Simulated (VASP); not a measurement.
# ZrB2 in VASP: relaxation of cell and atoms with PBE

Aim: the relaxation of cell and atoms of ZrB2 with PBE.

Everything below comes from runs of VASP 6.6.1. Logs are shortened: lines on timing, memory, paths and dates and some standing lists are left out, and cuts for length are marked.

### 1 The cell of the first run

The cell holds a disordered packing, 9 atoms: a = 4.459 Å, b = 4.594 Å, c = 4.697 Å, α = 79.89°, β = 91.20°, γ = 78.18°.

### 2 Relaxation of cell and atoms, PBE

Contents of INCAR:

```
SYSTEM = ZrB2
ALGO = Normal
EDIFF = 1E-6
EDIFFG = -0.04
ENCUT = 600
GGA = PE
IBRION = 2
ISIF = 3
ISMEAR = 0
ISYM = 0
LASPH = .TRUE.
LCHARG = .FALSE.
LREAL = .FALSE.
LWAVE = .FALSE.
NELM = 80
NSW = 90
PREC = Accurate
SIGMA = 0.1
```

Contents of KPOINTS:

```
k-points
0
G
  3 3 3
  0 0 0
```

Contents of POSCAR:

```
ZrB2
1.0
    4.4338530000      0.4700530000     -0.0694180000
    0.4700530000      4.5506500000      0.4139690000
   -0.0694180000      0.4139690000      4.6782930000
Zr B
3 6
Direct
    0.8191715158      0.6542789929      0.8471201694
    0.2331151139      0.9532545761      0.6779942489
    0.4096454162      0.3294226763      0.9553229511
    0.2325127499      0.5087875106      0.4185364825
    0.7334223830      0.8774362806      0.3087008203
    0.9649061051      0.0975092297      0.1638801953
    0.4129319279      0.7746448631      0.2152850524
    0.6772075337      0.1792665540      0.4694779292
    0.8866003162      0.4342998264      0.3845432433
```

Potentials or basis: VASP PAW PBE potentials, release 64 (Zr_sv, B).

Launch:

```bash
cat potpaw_PBE.64/Zr_sv/POTCAR potpaw_PBE.64/B/POTCAR > POTCAR
mpirun -np 1 vasp_std > vasp.out
```

OUTCAR:

```text
SYSTEM = ZrB2
   EDIFF = 1E-6
   EDIFFG = -0.04
   ENCUT = 600
   GGA = PE
   IBRION = 2
   ISIF = 3
   ISMEAR = 0
   ISYM = 0
   LASPH = .TRUE.
   LREAL = .FALSE.
   NELM = 80
   NSW = 90
   PREC = Accurate

 ion  position               nearest neighbor table
   1  0.819  0.654  0.847-   9 2.54   5 2.55   9 2.55   5 2.56   7 2.58   2 2.58   3 2.59   6 2.67
                             8 2.68   2 2.72   3 2.74   4 2.83   6 2.89   3 3.39   2 3.60
   2  0.233  0.953  0.678-   7 2.54   8 2.55   4 2.56   7 2.57   3 2.57   9 2.57   1 2.58   8 2.58
                             6 2.59   4 2.63   6 2.72   1 2.72   5 2.86   3 2.87   5 2.91   1 3.60
   3  0.410  0.329  0.955-   4 2.54   7 2.56   4 2.57   2 2.57   6 2.57   5 2.57   6 2.58   8 2.59
                             1 2.59   7 2.62   8 2.73   1 2.74   2 2.87   1 3.39   2 3.71
   4  0.233  0.509  0.419-   9 1.66   7 1.75   3 2.54   2 2.56   3 2.57   2 2.63   1 2.83
   5  0.733  0.877  0.309-   6 1.66   7 1.67   8 1.67   9 1.98   1 2.55   1 2.56   3 2.57   2 2.86
                             2 2.91
   6  0.965  0.098  0.164-   5 1.66   8 1.98   9 1.99   3 2.57   3 2.58   2 2.59   1 2.67   2 2.72
                             1 2.89
   7  0.413  0.775  0.215-   5 1.67   4 1.75   2 2.54   3 2.56   2 2.57   1 2.58   3 2.62
   8  0.677  0.179  0.469-   9 1.64   5 1.67   6 1.98   2 2.55   2 2.58   3 2.59   1 2.68   3 2.73

   9  0.887  0.434  0.385-   8 1.64   4 1.66   5 1.98   6 1.99   1 2.54   1 2.55   2 2.57

IMPORTANT INFORMATION: All symmetrisations will be switched off!
NOSYMM: (Re-)initialisation of all symmetry stuff for point group C_1.

----------------------------------------------------------------------------------------

                                     Primitive cell

  volume of cell :      92.5511

  direct lattice vectors                    reciprocal lattice vectors
     4.433853000  0.470053000 -0.069418000     0.228175689 -0.024070847  0.005515705
     0.470053000  4.550650000  0.413969000    -0.024070847  0.224071370 -0.020184617
    -0.069418000  0.413969000  4.678293000     0.005515705 -0.020184617  0.215621103

  length of vectors
     4.459239970  4.593553698  4.697085755     0.229508112  0.226262686  0.216634027

  position of ions in fractional coordinates (direct lattice)
     0.819171516  0.654278993  0.847120169
     0.233115114  0.953254576  0.677994249
     0.409645416  0.329422676  0.955322951
     0.232512750  0.508787511  0.418536483
     0.733422383  0.877436281  0.308700820
     0.964906105  0.097509230  0.163880195
     0.412931928  0.774644863  0.215285052
     0.677207534  0.179266554  0.469477929
     0.886600316  0.434299826  0.384543243

  ion indices of the primitive-cell ions
   primitive index   ion index
                 1           1
                 2           2
                 3           3
                 4           4
                 5           5
                 6           6
                 7           7
                 8           8
                 9           9

----------------------------------------------------------------------------------------

 KPOINTS: k-points

Automatic generation of k-mesh.
 Grid dimensions read from file:
 generate k-points for:    3    3    3

 Generating k-lattice:

  Cartesian coordinates                     Fractional coordinates (reciprocal lattice)
     0.076058563 -0.008023616  0.001838568     0.333333333 -0.000000000  0.000000000
    -0.008023616  0.074690457 -0.006728206    -0.000000000  0.333333333 -0.000000000
     0.001838568 -0.006728206  0.071873701     0.000000000  0.000000000  0.333333333

  Length of vectors
     0.076502704  0.075420895  0.072211342

  Shift w.r.t. Gamma in fractional coordinates (k-lattice)
     0.000000000  0.000000000  0.000000000

 Subroutine IBZKPT returns following result:
 ===========================================

 Found     14 irreducible k-points:

 Following reciprocal coordinates:
            Coordinates               Weight
  0.000000  0.000000  0.000000      1.000000
  0.333333 -0.000000  0.000000      2.000000
  0.000000  0.333333  0.000000      2.000000
  0.333333  0.333333  0.000000      2.000000
 -0.333333  0.333333  0.000000      2.000000
  0.000000  0.000000  0.333333      2.000000
  0.333333 -0.000000  0.333333      2.000000
 -0.333333 -0.000000  0.333333      2.000000
  0.000000  0.333333  0.333333      2.000000
  0.333333  0.333333  0.333333      2.000000
 -0.333333  0.333333  0.333333      2.000000
 -0.000000 -0.333333  0.333333      2.000000
  0.333333 -0.333333  0.333333      2.000000
 -0.333333 -0.333333  0.333333      2.000000
   k-points           NKPTS =     14   k-points in BZ     NKDIM =     14   number of bands    NBANDS=     32
   number of dos      NEDOS =    301   number of ions     NIONS =      9
   total plane-waves  NPLWV =  57600
   dimension x,y,z NGX =    36 NGY =   40 NGZ =   40
   dimension x,y,z NGXF=    72 NGYF=   80 NGZF=   80
   ions per type =               3   6
   NGX,Y,Z   is equivalent  to a cutoff of  13.42, 14.48, 14.16 a.u.
   NGXF,Y,Z  is equivalent  to a cutoff of  26.84, 28.95, 28.31 a.u.
 SYSTEM =  ZrB2
   PREC   = accura    normal or accurate (medium, high low for compatibility)
   ISTART =      0    job   : 0-new  1-cont  2-samecut
   ICHARG =      2    charge: 1-file 2-atom 10-const
   ISPIN  =      1    spin polarized calculation?
   LNONCOLLINEAR =      F non collinear calculations
   LSORBIT =      F    spin-orbit coupling
   LASPH  =      T    aspherical Exc in radial PAW
   ENCUT  =  600.0 eV  44.10 Ry    6.64 a.u.   8.91  9.17  9.38*2*pi/ulx,y,z
   NELM   =     80;   NELMIN=  2; NELMDL= -5     # of ELM steps
   EDIFF  = 0.1E-05   stopping-criterion for ELM
   LREAL  =      F    real-space projection
   EDIFFG = -.4E-01   stopping-criterion for IOM
   NSW    =     90    number of steps for IOM
   IBRION =      2    ionic relax: 0-MD 1-quasi-New 2-CG
   NFREE  =      1    steps in history (QN), initial steepest desc. (CG)
   ISIF   =      3    stress and relaxation
   ISYM   =      0    0-nonsym 1-usesym 2-fastsym
   POTIM  = 0.5000    time-step for ionic-motion
   TEBEG  =    0.0;   TEEND  =   0.0 temperature during run
   PSTRESS=    0.0 pullay stress
   NELECT =      54.0000    total number of electrons
   NUPDOWN=      -1.0000    fix difference up-down
   EMIN   =  10.00;   EMAX   =-10.00  energy-range for DOS
   EFERMI =   0.00;   METHOD = LEGACY
   ISMEAR =     0;   SIGMA  =   0.10  broadening in eV -4-tet -1-fermi 0-gaus
   EFERMI_NEDOS =   21; number of points for ismear=-14 and -15
   IALGO  =     38    algorithm
   IMIX   =      4    mixing-type and parameters
     AMIX     =   0.40;   BMIX     =  1.00
     AMIX_MAG =   1.60;   BMIX_MAG =  1.00
  volume/ion in A,a.u.               =      10.28        69.40
  Fermi-wavevector in a.u.,A,eV,Ry     =   1.367977  2.585103 25.461430  1.871362
  Thomas-Fermi vector in A             =   2.493982
   LORBIT       =      0    0 simple, 1 ext, 2 COOP (PROOUT), +10 PAW based schemes
   GGA     = PE    functional components
   LHFCALC =     F    Hartree Fock is set to
   AEXX    =    0.0000 exact exchange contribution
   IVDW    =     0    specifies the selected vdW correction
   LEPSILON=     F    determine dielectric tensor
   LRPA    =     F    only Hartree local field effects (RPA)
 conjugate gradient relaxation of ions
 non-spin polarized calculation
 Gauss-broadening in eV      SIGMA  =   0.10
  energy-cutoff  :      600.00
  volume of cell :       92.55
 maximum number of plane-waves:      3104
   NGX = 17   NGY = 19   NGZ = 19

--------------------------------------- Ionic step        1  -------------------------------------------

 number of electron      54.0000000 magnetization

 Free energy of the ion-electron system (eV)
  ---------------------------------------------------
  ext. energy  EPLUGINS =         0.00000000
  ---------------------------------------------------
  free energy    TOTEN  =       -64.04090611 eV

  energy without entropy =      -64.02903123  energy(sigma->0) =      -64.03496867

 E-fermi :  10.3596     XC(G=0): -12.3750

 val. band max:       10.3471331376   @ k =  -0.3333   0.3333   0.0000
 cond. band min:      10.4335446406   @ k =   0.0000   0.3333   0.3333
 fundamental gap:      0.0864115031
 Fermi energy:        10.3596017980

 k-point     1 :       0.0000    0.0000    0.0000
  band No.  band energies     occupation
      1     -38.3367      2.00000
      2     -37.8251      2.00000
      3     -37.7164      2.00000
      4     -17.4200      2.00000
      5     -17.1226      2.00000
      6     -16.4190      2.00000
[... 601 lines left out ...]
  FREE ENERGIE OF THE ION-ELECTRON SYSTEM (eV)
  ---------------------------------------------------
  free  energy   TOTEN  =       -66.4147093785 eV

  energy  without entropy=      -66.3951280638  energy(sigma->0) =      -66.40491872

[... ionic steps 4 to 19 ...]

--------------------------------------- Ionic step       20  -------------------------------------------

 number of electron      54.0000000 magnetization

------------------------ aborting loop because EDIFF is reached ----------------------------------------

  FORCE on cell =-STRESS in cart. coord.  units (eV):
  Direction    XX          YY          ZZ          XY          YZ          ZX
  --------------------------------------------------------------------------------------
  -------------------------------------------------------------------------------------
  Total        0.0429747     -0.0368235      0.0050313      0.0288794      0.0688429      0.0790172
  in kB        0.6996958     -0.5995452      0.0819173      0.4702026      1.1208708      1.2865247
  external PRESSURE =       0.0606893 kB  Pullay stress =       0.0000000 kB
[... 71 lines left out ...]
  energy  without entropy=      -68.5383835256  energy(sigma->0) =      -68.54719670

--------------------------------------- Ionic step       22  -------------------------------------------

 number of electron      54.0000000 magnetization

 Free energy of the ion-electron system (eV)
  ---------------------------------------------------
  ext. energy  EPLUGINS =         0.00000000
  ---------------------------------------------------
  free energy    TOTEN  =       -68.55704124 eV

  energy without entropy =      -68.53965282  energy(sigma->0) =      -68.54834703

 E-fermi :   9.2564     XC(G=0): -12.1010

 val. band max:        9.2295532192   @ k =   0.0000   0.0000   0.0000
 cond. band min:       9.2613438263   @ k =   0.0000   0.0000   0.3333
 fundamental gap:      0.0317906071
 Fermi energy:         9.2564250148

 k-point     1 :       0.0000    0.0000    0.0000
  band No.  band energies     occupation
      1     -38.9341      2.00000
      2     -38.7235      2.00000
      3     -38.6897      2.00000
      4     -17.4644      2.00000
      5     -17.2546      2.00000
      6     -17.2455      2.00000
[... 515 lines left out ...]
  FREE ENERGIE OF THE ION-ELECTRON SYSTEM (eV)
  ---------------------------------------------------
  free  energy   TOTEN  =       -68.5570412444 eV

  energy  without entropy=      -68.5396528237  energy(sigma->0) =      -68.54834703

 reached required accuracy - stopping structural energy minimisation
```

It took 11 min on 1 thread of Intel Xeon Platinum 8124M at 3.00GHz (Skylake/Cascade Lake), shared host; peak memory 0.26 GiB.

Results:

- Free energy: -68.5570 eV
- Relaxed volume: 10.95 Å³/atom
- Relaxed cell: a = 4.719 Å, b = 4.679 Å, c = 4.798 Å, α = 81.00°, β = 81.51°, γ = 71.33°
- Space group after relaxing (to 0.1 Å): P-1 (No. 2)
- Energy gained by relaxing: 501.8 meV/atom
- Ionic steps: 22
- Pressure after relaxing: -0.1 GPa
- Largest force after relaxing: 0.040 eV/Å
- Band gap on the k mesh: zero (bands 27 and 28 overlap by 0.60 eV)

Forces on the atoms (eV/Å):
```
Zr   0.021 -0.001 -0.009
Zr   0.009  0.019 -0.008
Zr   0.012 -0.027 -0.003
B    0.007 -0.005 -0.019
B   -0.009 -0.011 -0.001
B   -0.008  0.034  0.018
B   -0.039  0.005 -0.004
B   -0.010 -0.001  0.018
B    0.016 -0.014  0.007
```

Stress tensor (GPa, compression positive):
```
-0.10  0.01  0.10
 0.01  0.01  0.00
 0.10  0.00 -0.13
```

The path:
| step | energy change (eV) | largest force (eV/Å) | pressure (GPa) | volume (Å³) |
| --- | --- | --- | --- | --- |
| 1 | 0.0000 | 4.1650 | 18.68 | 92.55 |
| 2 | -2.2671 | 1.4079 | -15.24 | 108.95 |
| 3 | -2.3738 | 1.8766 | -10.69 | 105.42 |
| 4 | -3.6826 | 1.5639 | 0.20 | 99.38 |
| 5 | -3.7388 | 1.9944 | 4.16 | 97.87 |
| 6 | -4.0352 | 1.3427 | 2.07 | 98.87 |
| 7 | -4.1109 | 0.9847 | 2.25 | 98.59 |
| 8 | -4.2827 | 0.7335 | -3.58 | 100.76 |
| 9 | -4.2877 | 0.7091 | -4.63 | 101.19 |
| 10 | -4.4156 | 0.6536 | -0.54 | 98.74 |
| 11 | -4.4295 | 0.6476 | 1.61 | 97.62 |
| 12 | -4.4891 | 0.3034 | 1.22 | 97.71 |
| 13 | -4.4938 | 0.2875 | 1.14 | 97.73 |
| 14 | -4.5043 | 0.1352 | -1.05 | 98.78 |
| 15 | -4.5044 | 0.1427 | -0.92 | 98.72 |
| 16 | -4.5100 | 0.0890 | 0.01 | 98.33 |
| 17 | -4.5101 | 0.0946 | 0.16 | 98.27 |
| 18 | -4.5118 | 0.0767 | 0.07 | 98.33 |
| 19 | -4.5125 | 0.0875 | -0.04 | 98.39 |
| 20 | -4.5139 | 0.0600 | 0.01 | 98.40 |
| 21 | -4.5151 | 0.0717 | 0.12 | 98.43 |
| 22 | -4.5161 | 0.0398 | -0.07 | 98.57 |

Final structure:
```xyz
9
Lattice="4.6525 0.7211 0.3173 0.7807 4.5978 0.3764 0.3439 0.3146 4.7749" Properties=species:S:1:pos:R:3 pbc="T T T"
Zr    4.5947    3.8176    4.4501
Zr    1.1546    0.3768    3.0859
Zr    2.2602    1.6268    0.3474
B     1.9621    2.6170    2.5241
B     3.9967    4.4331    2.0317
B     4.6568    1.2843    1.1553
B     2.2423    3.9837    1.2893
B     3.4153    1.4364    2.5908
B     4.8557    2.8910    2.0928
```

Caveat: the k points lie up to 0.48 Å⁻¹ apart in the final cell, too coarse for converged energies and pressures of a metal.
